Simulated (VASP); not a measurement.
# SrTiO3 (Pm-3m) in VASP: notebook, part 2 of 2

VASP 6.6.1.

**3. Single point, PBE (11.67 Å³/atom)**

This run uses another cell than the first one, of 11.67 Å³/atom.

The input, INCAR:

```
ALGO = Normal
EDIFF = 1E-7
ENCUT = 520
GGA = PE
ISIF = 2
ISMEAR = -1
LASPH = T
LCHARG = T
LELF = T
LREAL = F
LVHAR = T
LWAVE = F
NBANDS = 28
NELM = 80
PREC = Accurate
SIGMA = 0.05
```

The input, KPOINTS:

```
k-points
0
Gamma
  7 7 7
```

The input, POSCAR:

```
SrTiO3
1.0
    3.8787911566      0.0000000000      0.0000000000
    0.0000000000      3.8787911566      0.0000000000
    0.0000000000      0.0000000000      3.8787911566
Sr Ti O
1 1 3
Direct
    0.0000000000      0.0000000000      0.0000000000
    0.5000000000      0.5000000000      0.5000000000
    0.0000000000      0.5000000000      0.5000000000
    0.5000000000      0.0000000000      0.5000000000
    0.5000000000      0.5000000000      0.0000000000
```

Potentials or basis: VASP PAW PBE potentials, release 64 (Sr_sv, Ti_sv, O).

The run is started by

```console
$ cat potpaw_PBE.64/Sr_sv/POTCAR potpaw_PBE.64/Ti_sv/POTCAR potpaw_PBE.64/O/POTCAR > POTCAR
$ mpirun -np 1 vasp_std > vasp.out
```

OUTCAR:

```text
EDIFF = 1E-7
   ENCUT = 520
   GGA = PE
   ISIF = 2
   ISMEAR = -1
   LASPH = T
   LREAL = F
   NELM = 80
   PREC = Accurate

 ion  position               nearest neighbor table
   1  0.000  0.000  0.000-   3 2.74   4 2.74   5 2.74   3 2.74   4 2.74   3 2.74   5 2.74   3 2.74
                             4 2.74   5 2.74   4 2.74   5 2.74   2 3.36   2 3.36   2 3.36   2 3.36
   2  0.500  0.500  0.500-   3 1.94   4 1.94   5 1.94   5 1.94   4 1.94   3 1.94   1 3.36   1 3.36
                             1 3.36   1 3.36   1 3.36   1 3.36   1 3.36   1 3.36
   3  0.000  0.500  0.500-   2 1.94   2 1.94   1 2.74   1 2.74   1 2.74   1 2.74
   4  0.500  0.000  0.500-   2 1.94   2 1.94   1 2.74   1 2.74   1 2.74   1 2.74
   5  0.500  0.500  0.000-   2 1.94   2 1.94   1 2.74   1 2.74   1 2.74   1 2.74

  LATTYP: Found a simple cubic cell.
 ALAT       =     3.8787911566

  Lattice vectors:

 A1 = (   3.8787911566,   0.0000000000,   0.0000000000)
 A2 = (   0.0000000000,   3.8787911566,   0.0000000000)
 A3 = (   0.0000000000,   0.0000000000,   3.8787911566)

Analysis of symmetry for initial positions (statically):
=====================================================================
 Subroutine PRICEL returns:
 Original cell was already a primitive cell.

 Routine SETGRP: Setting up the symmetry group for a
 simple cubic supercell.

 Subroutine GETGRP returns: Found 48 space group operations
 (whereof 48 operations were pure point group operations)
 out of a pool of 48 trial point group operations.

The static configuration has the point symmetry O_h .

Analysis of symmetry for dynamics (positions and initial velocities):
=====================================================================
 Subroutine PRICEL returns:
 Original cell was already a primitive cell.

 Routine SETGRP: Setting up the symmetry group for a
 simple cubic supercell.

 Subroutine GETGRP returns: Found 48 space group operations
 (whereof 48 operations were pure point group operations)
 out of a pool of 48 trial point group operations.

The dynamic configuration has the point symmetry O_h .

 Subroutine INISYM returns: Found 48 space group operations
 (whereof 48 operations are pure point group operations),
 and found     1 'primitive' translations

----------------------------------------------------------------------------------------

                                     Primitive cell

  volume of cell :      58.3565

  direct lattice vectors                    reciprocal lattice vectors
     3.878791157  0.000000000  0.000000000     0.257812282  0.000000000  0.000000000
     0.000000000  3.878791157  0.000000000     0.000000000  0.257812282  0.000000000
     0.000000000  0.000000000  3.878791157     0.000000000  0.000000000  0.257812282

  length of vectors
     3.878791157  3.878791157  3.878791157     0.257812282  0.257812282  0.257812282

  position of ions in fractional coordinates (direct lattice)
     0.000000000  0.000000000  0.000000000
     0.500000000  0.500000000  0.500000000
     0.000000000  0.500000000  0.500000000
     0.500000000  0.000000000  0.500000000
     0.500000000  0.500000000  0.000000000

  ion indices of the primitive-cell ions
   primitive index   ion index
                 1           1
[... 28 lines left out ...]

 Found     20 irreducible k-points:

 Following reciprocal coordinates:
            Coordinates               Weight
  0.000000  0.000000  0.000000      1.000000
  0.142857  0.000000  0.000000      6.000000
  0.285714  0.000000  0.000000      6.000000
  0.428571  0.000000  0.000000      6.000000
  0.142857  0.142857  0.000000     12.000000
  0.285714  0.142857  0.000000     24.000000
[... 12 lines left out ...]
  0.428571  0.428571  0.285714     24.000000
  0.428571  0.428571  0.428571      8.000000
   k-points           NKPTS =     20   k-points in BZ     NKDIM =     20   number of bands    NBANDS=     28
   number of dos      NEDOS =    301   number of ions     NIONS =      5
   total plane-waves  NPLWV =  27000
   dimension x,y,z NGX =    30 NGY =   30 NGZ =   30
   dimension x,y,z NGXF=    60 NGYF=   60 NGZF=   60
   ions per type =               1   1   3
   NGX,Y,Z   is equivalent  to a cutoff of  12.86, 12.86, 12.86 a.u.
   NGXF,Y,Z  is equivalent  to a cutoff of  25.72, 25.72, 25.72 a.u.
 SYSTEM =  unknown system
   PREC   = accura    normal or accurate (medium, high low for compatibility)
   ISTART =      0    job   : 0-new  1-cont  2-samecut
   ICHARG =      2    charge: 1-file 2-atom 10-const
   ISPIN  =      1    spin polarized calculation?
   LNONCOLLINEAR =      F non collinear calculations
   LSORBIT =      F    spin-orbit coupling
   LASPH  =      T    aspherical Exc in radial PAW
   ENCUT  =  520.0 eV  38.22 Ry    6.18 a.u.   7.21  7.21  7.21*2*pi/ulx,y,z
   NELM   =     80;   NELMIN=  2; NELMDL= -5     # of ELM steps
   EDIFF  = 0.1E-06   stopping-criterion for ELM
   LREAL  =      F    real-space projection
   EDIFFG = 0.1E-05   stopping-criterion for IOM
   NSW    =      0    number of steps for IOM
   IBRION =     -1    ionic relax: 0-MD 1-quasi-New 2-CG
   NFREE  =      0    steps in history (QN), initial steepest desc. (CG)
   ISIF   =      2    stress and relaxation
   ISYM   =      2    0-nonsym 1-usesym 2-fastsym
   POTIM  = 0.5000    time-step for ionic-motion
   TEBEG  =    0.0;   TEEND  =   0.0 temperature during run
   PSTRESS=    0.0 pullay stress
   NELECT =      40.0000    total number of electrons
   NUPDOWN=      -1.0000    fix difference up-down
   EMIN   =  10.00;   EMAX   =-10.00  energy-range for DOS
   EFERMI =   0.00;   METHOD = LEGACY
   ISMEAR =    -1;   SIGMA  =   0.05  broadening in eV -4-tet -1-fermi 0-gaus
   EFERMI_NEDOS =   21; number of points for ismear=-14 and -15
   IALGO  =     38    algorithm
   IMIX   =      4    mixing-type and parameters
     AMIX     =   0.40;   BMIX     =  1.00
     AMIX_MAG =   1.60;   BMIX_MAG =  1.00
  volume/ion in A,a.u.               =      11.67        78.76
  Fermi-wavevector in a.u.,A,eV,Ry     =   1.443439  2.727704 28.347958  2.083516
  Thomas-Fermi vector in A             =   2.561847
   LORBIT       =      0    0 simple, 1 ext, 2 COOP (PROOUT), +10 PAW based schemes
   GGA     = PE    functional components
   LHFCALC =     F    Hartree Fock is set to
   AEXX    =    0.0000 exact exchange contribution
   IVDW    =     0    specifies the selected vdW correction
   LEPSILON=     F    determine dielectric tensor
   LRPA    =     F    only Hartree local field effects (RPA)
 non-spin polarized calculation
  energy-cutoff  :      520.00
  volume of cell :       58.36
 maximum number of plane-waves:      1588
 NGX is ok and might be reduce to    30
   NGX = 15   NGY = 15   NGZ = 15

 number of electron      40.0000020 magnetization

 Free energy of the ion-electron system (eV)
  ---------------------------------------------------
  ext. energy  EPLUGINS =         0.00000000
  ---------------------------------------------------
  free energy    TOTEN  =       -40.02330065 eV

  energy without entropy =      -40.02330065  energy(sigma->0) =      -40.02330065

 E-fermi :   5.2759     XC(G=0): -11.3780

 val. band max:        4.2657104801   @ k =   0.4286   0.4286   0.4286
 cond. band min:       6.2256243759   @ k =   0.0000   0.0000   0.0000
 fundamental gap:      1.9599138958
 Fermi energy:         5.2758894216

 k-point     1 :       0.0000    0.0000    0.0000
  band No.  band energies     occupation
      1     -52.0482      2.00000
      2     -28.3964      2.00000
      3     -28.3081      2.00000
      4     -28.3081      2.00000
      5     -28.3081      2.00000
      6     -13.1699      2.00000
[... 609 lines left out ...]
     27      12.7720      0.00000
     28      12.7720      0.00000

------------------------ aborting loop because EDIFF is reached ----------------------------------------

  FORCE on cell =-STRESS in cart. coord.  units (eV):
  Direction    XX          YY          ZZ          XY          YZ          ZX
  --------------------------------------------------------------------------------------
  -------------------------------------------------------------------------------------
  Total        3.2804531      3.2804531      3.2804531      0.0000000      0.0000000     -0.0000000
  in kB       90.0648270     90.0648270     90.0648270      0.0000000      0.0000000     -0.0000000
  external PRESSURE =      90.0648270 kB  Pullay stress =       0.0000000 kB

 VOLUME and BASIS-vectors are now :
 -----------------------------------------------------------------------------
  energy-cutoff  :      520.00
  volume of cell :       58.36
      direct lattice vectors                 reciprocal lattice vectors
     3.878791157  0.000000000  0.000000000     0.257812282  0.000000000  0.000000000
     0.000000000  3.878791157  0.000000000     0.000000000  0.257812282  0.000000000
     0.000000000  0.000000000  3.878791157     0.000000000  0.000000000  0.257812282

 POSITION                                       TOTAL-FORCE (eV/Angst)
 -----------------------------------------------------------------------------------
      0.00000      0.00000      0.00000         0.000000      0.000000      0.000000
      1.93940      1.93940      1.93940         0.000000      0.000000      0.000000
      0.00000      1.93940      1.93940         0.000000      0.000000      0.000000
      1.93940      0.00000      1.93940         0.000000      0.000000      0.000000
      1.93940      1.93940      0.00000         0.000000      0.000000      0.000000
 -----------------------------------------------------------------------------------
    total drift:                                0.000000      0.000000     -0.000000

  FREE ENERGIE OF THE ION-ELECTRON SYSTEM (eV)
  ---------------------------------------------------
  free  energy   TOTEN  =       -40.0233006546 eV

  energy  without entropy=      -40.0233006541  energy(sigma->0) =      -40.02330065
```

OSZICAR:

```text
N       E                     dE             d eps       ncg     rms          rms(c)
DAV:   1     0.430657720085E+03    0.43066E+03   -0.21426E+04  1120   0.160E+03
DAV:   2    -0.713875650672E+01   -0.43780E+03   -0.41865E+03  1296   0.440E+02
DAV:   3    -0.482707199386E+02   -0.41132E+02   -0.40863E+02  1544   0.131E+02
DAV:   4    -0.501751439467E+02   -0.19044E+01   -0.19006E+01  1688   0.241E+01
DAV:   5    -0.502205788933E+02   -0.45435E-01   -0.45429E-01  1524   0.310E+00    0.274E+01
DAV:   6    -0.400188192003E+02    0.10202E+02   -0.51763E+01  1580   0.653E+01    0.151E+01
DAV:   7    -0.400822688030E+02   -0.63450E-01   -0.73628E+00  1476   0.205E+01    0.113E+01
DAV:   8    -0.400918134756E+02   -0.95447E-02   -0.13726E+00  1324   0.124E+01    0.274E+00
DAV:   9    -0.400326590943E+02    0.59154E-01   -0.33568E-01  1404   0.555E+00    0.114E+00
DAV:  10    -0.400291565930E+02    0.35025E-02   -0.92655E-02  1348   0.210E+00    0.708E-01
DAV:  11    -0.400233095325E+02    0.58471E-02   -0.24744E-02  1744   0.150E+00    0.126E-01
DAV:  12    -0.400232956851E+02    0.13847E-04   -0.14470E-03  1416   0.393E-01    0.963E-02
DAV:  13    -0.400232989051E+02   -0.32199E-05   -0.39724E-04  1668   0.169E-01    0.435E-02
DAV:  14    -0.400233069616E+02   -0.80566E-05   -0.69317E-05  1524   0.609E-02    0.295E-02
DAV:  15    -0.400233005475E+02    0.64141E-05   -0.21941E-05  1600   0.449E-02    0.127E-02
DAV:  16    -0.400233005705E+02   -0.22939E-07   -0.82990E-06  1360   0.251E-02    0.337E-03
DAV:  17    -0.400233006546E+02   -0.84117E-07   -0.56211E-07  1348   0.521E-03
   1 F= -.40023301E+02 E0= -.40023301E+02  d E =-.491679E-09
```

Run time: 52 s. Hardware: 1 thread of Intel Xeon Platinum 8175M at 2.50GHz (Skylake/Cascade Lake), shared host; peak memory 0.19 GiB.

Results:

```yaml
Free_energy: -40.0233 eV
Pressure: 9.0 GPa
Band_gap_on_the_k_mesh: 1.96 eV (least direct gap 2.24 eV)
```

Caveat: the cell stands under pressure; an odd mesh through Γ misses points on the zone boundary, where band edges can lie.
